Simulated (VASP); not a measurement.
# Si (Fd-3m) in VASP: relaxation of cell and atoms with r2SCAN

Aim: the relaxation of cell and atoms of Si with r2SCAN.

Everything below comes from runs of VASP 6.6.1. Logs are shortened: lines on timing, memory, paths and dates and some standing lists are left out, and cuts for length are marked.

**1. The cell of the first run**

Symmetry: Fd-3m, No. 227, cubic system. Conventional cell: a = 5.470 Å, b = 5.470 Å, c = 5.470 Å, α = 90.00°, β = 90.00°, γ = 90.00°. Within 3.1 Å of Si (site symmetry -43m) lie 4 Si at 2.37 Å.

**2. Relaxation of cell and atoms, r2SCAN**

POSCAR

```
Si
1.0
    0.0000000000      2.7351466386      2.7351466386
    2.7351466386      0.0000000000      2.7351466386
    2.7351466386      2.7351466386      0.0000000000
Si
2
Direct
    0.0000000000      0.0000000000      0.0000000000
    0.2500000000      0.2500000000      0.2500000000
```

INCAR.step1

```
SYSTEM = Si
PREC     = Accurate       ! precision mode
ENCUT    = 600            ! plane-wave cutoff, eV
ISMEAR   = -1             ! smearing method
SIGMA    = 0.02           ! smearing width, eV
LREAL    = .FALSE.        ! projectors in reciprocal space
LASPH    = .TRUE.         ! aspherical terms in the spheres
NELM     = 60             ! most SCF steps
GGA      = PE             ! functional
ALGO     = Normal         ! electronic algorithm
EDIFF    = 1E-4           ! SCF threshold, eV
LWAVE    = .TRUE.         ! write WAVECAR
LCHARG   = .FALSE.        ! write CHGCAR
```

INCAR.step2

```
SYSTEM = Si
PREC     = Accurate       ! precision mode
ENCUT    = 600            ! plane-wave cutoff, eV
EDIFF    = 1E-6           ! SCF threshold, eV
ISMEAR   = -1             ! smearing method
SIGMA    = 0.02           ! smearing width, eV
LREAL    = .FALSE.        ! projectors in reciprocal space
LASPH    = .TRUE.         ! aspherical terms in the spheres
NELM     = 60             ! most SCF steps
ALGO     = Normal         ! electronic algorithm
ISIF     = 3              ! what is computed and relaxed
LWAVE    = .FALSE.        ! write WAVECAR
LCHARG   = .FALSE.        ! write CHGCAR
METAGGA  = R2SCAN         ! meta-GGA
LMIXTAU  = .TRUE.       
IBRION   = 2              ! ionic algorithm
NSW      = 80             ! ionic steps
EDIFFG   = -0.005         ! ionic threshold
ISTART   = 1
```

KPOINTS

```
regular mesh
0
G
  8 8 8
  0 0 0
```

Potentials or basis: VASP PAW PBE potentials, release 64 (Si).

Run with:

```sh
> cat potpaw_PBE.64/Si/POTCAR > POTCAR
> cp INCAR.step1 INCAR
> mpirun -np 1 vasp_std > vasp.out
> cp INCAR.step2 INCAR
> mpirun -np 1 vasp_std > vasp.out
```

OUTCAR:

```text
SYSTEM = Si
   PREC = Accurate
   ENCUT = 600
   EDIFF = 1E-6
   ISMEAR = -1
   LREAL = .FALSE.
   LASPH = .TRUE.
   NELM = 60
   ISIF = 3
   METAGGA = R2SCAN
   IBRION = 2
   NSW = 80
   EDIFFG = -0.005
   ISTART = 1

 ion  position               nearest neighbor table
   1  0.000  0.000  0.000-   2 2.37   2 2.37   2 2.37   2 2.37
   2  0.250  0.250  0.250-   1 2.37   1 2.37   1 2.37   1 2.37

  LATTYP: Found a face centered cubic cell.
 ALAT       =     5.4702932772

  Lattice vectors:

 A1 = (   0.0000000000,   2.7351466386,   2.7351466386)
 A2 = (   2.7351466386,   0.0000000000,   2.7351466386)
 A3 = (   2.7351466386,   2.7351466386,   0.0000000000)

Analysis of symmetry for initial positions (statically):
=====================================================================
 Subroutine PRICEL returns:
 Original cell was already a primitive cell.

 Routine SETGRP: Setting up the symmetry group for a
 face centered cubic supercell.

 Subroutine GETGRP returns: Found 48 space group operations
 (whereof 24 operations were pure point group operations)
 out of a pool of 48 trial point group operations.

The static configuration has the point symmetry T_d .
 The point group associated with its full space group is O_h .

Analysis of symmetry for dynamics (positions and initial velocities):
=====================================================================
 Subroutine PRICEL returns:
 Original cell was already a primitive cell.

 Routine SETGRP: Setting up the symmetry group for a
 face centered cubic supercell.

 Subroutine GETGRP returns: Found 48 space group operations
 (whereof 24 operations were pure point group operations)
 out of a pool of 48 trial point group operations.

The dynamic configuration has the point symmetry T_d .
 The point group associated with its full space group is O_h .

 Subroutine INISYM returns: Found 48 space group operations
 (whereof 24 operations are pure point group operations),
 and found     1 'primitive' translations

----------------------------------------------------------------------------------------

                                     Primitive cell

  volume of cell :      40.9234

  direct lattice vectors                    reciprocal lattice vectors
     0.000000000  2.735146639  2.735146639    -0.182805555  0.182805555  0.182805555
     2.735146639  0.000000000  2.735146639     0.182805555 -0.182805555  0.182805555
     2.735146639  2.735146639  0.000000000     0.182805555  0.182805555 -0.182805555
[... 100 lines left out ...]
   EFERMI_NEDOS =   21; number of points for ismear=-14 and -15
   IALGO  =     38    algorithm
   IMIX   =      4    mixing-type and parameters
     AMIX     =   0.40;   BMIX     =  1.00
     AMIX_MAG =   1.60;   BMIX_MAG =  1.00
  volume/ion in A,a.u.               =      20.46       138.08
  Fermi-wavevector in a.u.,A,eV,Ry     =   0.950125  1.795476 12.282497  0.902738
  Thomas-Fermi vector in A             =   2.078473
   LORBIT       =      0    0 simple, 1 ext, 2 COOP (PROOUT), +10 PAW based schemes
   METAGGA = R2SCAN    functional components
   LHFCALC =     F    Hartree Fock is set to
   AEXX    =    0.0000 exact exchange contribution
   IVDW    =     0    specifies the selected vdW correction
   LEPSILON=     F    determine dielectric tensor
   LRPA    =     F    only Hartree local field effects (RPA)
 conjugate gradient relaxation of ions
 non-spin polarized calculation
  energy-cutoff  :      600.00
  volume of cell :       40.92
 maximum number of plane-waves:      1384
   NGX = 15   NGY = 15   NGZ = 15

--------------------------------------- Ionic step        1  -------------------------------------------

 number of electron       8.0000000 magnetization

 Free energy of the ion-electron system (eV)
  ---------------------------------------------------
  ext. energy  EPLUGINS =         0.00000000
  ---------------------------------------------------
  free energy    TOTEN  =       -17.54351058 eV

  energy without entropy =      -17.54351058  energy(sigma->0) =      -17.54351058

------------------------ aborting loop because EDIFF is reached ----------------------------------------

  FORCE on cell =-STRESS in cart. coord.  units (eV):
  Direction    XX          YY          ZZ          XY          YZ          ZX
  --------------------------------------------------------------------------------------
  -------------------------------------------------------------------------------------
  Total       -0.4019128     -0.4019128     -0.4019128      0.0000000      0.0000000     -0.0000000
  in kB      -15.7351388    -15.7351388    -15.7351388      0.0000000      0.0000000     -0.0000000
  external PRESSURE =     -15.7351388 kB  Pullay stress =       0.0000000 kB
[... 59 lines left out ...]
--------------------------------------- Ionic step        3  -------------------------------------------

 number of electron       8.0000000 magnetization

 Free energy of the ion-electron system (eV)
  ---------------------------------------------------
  ext. energy  EPLUGINS =         0.00000000
  ---------------------------------------------------
  free energy    TOTEN  =       -17.54689781 eV

  energy without entropy =      -17.54689781  energy(sigma->0) =      -17.54689781

 E-fermi :   6.0593     XC(G=0):  -9.8343

 val. band max:        5.6874433879   @ k =   0.0000   0.0000   0.0000
 cond. band min:       6.5093795618   @ k =   0.3750   0.3750   0.0000
 fundamental gap:      0.8219361740
 Fermi energy:         6.0592752391

 k-point     1 :       0.0000    0.0000    0.0000
  band No.  band energies     occupation
      1      -6.8029      2.00000
      2       5.6874      2.00000
      3       5.6874      2.00000
      4       5.6874      2.00000
      5       8.4432      0.00000
      6       8.4432      0.00000
      7       8.4432      0.00000
      8       9.6144      0.00000
[... 243 lines left out ...]
 k-point    24 :      -0.3750    0.2500    0.1250
  band No.  band energies     occupation
      1      -3.7968      2.00000
      2      -1.3675      2.00000
      3       2.1133      2.00000
      4       3.4287      2.00000
      5       9.0699      0.00000
      6       9.0979      0.00000
      7      12.0130      0.00000
      8      13.2841      0.00000

 [... further k-points ...]

------------------------ aborting loop because EDIFF is reached ----------------------------------------

  FORCE on cell =-STRESS in cart. coord.  units (eV):
  Direction    XX          YY          ZZ          XY          YZ          ZX
  --------------------------------------------------------------------------------------
  -------------------------------------------------------------------------------------
  Total        0.0013307      0.0013307      0.0013307     -0.0000000      0.0000000     -0.0000000
  in kB        0.0529757      0.0529757      0.0529757     -0.0000000      0.0000000     -0.0000000
  external PRESSURE =       0.0529757 kB  Pullay stress =       0.0000000 kB
[... 17 lines left out ...]
  FREE ENERGIE OF THE ION-ELECTRON SYSTEM (eV)
  ---------------------------------------------------
  free  energy   TOTEN  =       -17.5468978095 eV

  energy  without entropy=      -17.5468978095  energy(sigma->0) =      -17.54689781

 reached required accuracy - stopping structural energy minimisation
```

It took 66 s on 1 thread of Intel Xeon 6975P-C, shared host; peak memory 0.18 GiB.

What came out:

```
Free energy                            : -17.5469 eV
Relaxed volume                         : 20.12 Å³/atom
Relaxed cell                           : a = 3.847 Å, b = 3.847 Å, c = 3.847 Å, α = 60.00°, β = 60.00°, γ = 60.00°
Space group after relaxing (to 0.05 Å) : Fd-3m (No. 227)
Energy gained by relaxing              : 1.7 meV/atom
Ionic steps                            : 3
Pressure after relaxing                : 0.0 GPa
Band gap on the k mesh                 : 0.82 eV, indirect (least direct gap 2.76 eV)
```

Step by step:
```csv
step,energy change (eV),largest force (eV/Å),pressure (GPa),volume (Å³)
1,0.0000,0.0000,-1.57,40.92
2,-0.0015,0.0000,1.26,39.74
3,-0.0034,0.0000,0.01,40.24
```

Final structure:
```
Si
1.0
     0.00000    2.71994    2.71994
     2.71994    0.00000    2.71994
     2.71994    2.71994    0.00000
Si
2
Direct
  0.00000 0.00000 0.00000
  0.25000 0.25000 0.25000
```

Levels at points of the mesh, in eV from the valence-band top:
```csv
k point,band 2,band 3,band 4,band 5,band 6,band 7
"(0.00, 0.00, 0.00)",0.00,0.00,0.00,2.76,2.76,2.76
"(0.50, 0.00, 0.00)",-7.24,-1.27,-1.27,1.87,3.59,3.59
"(0.50, 0.50, 0.00)",-8.14,-3.00,-3.00,0.93,0.93,10.84
```

Caveat: the PAW data sets were made with another functional, which shifts forces and pressure a little. A k mesh can miss the band edges.
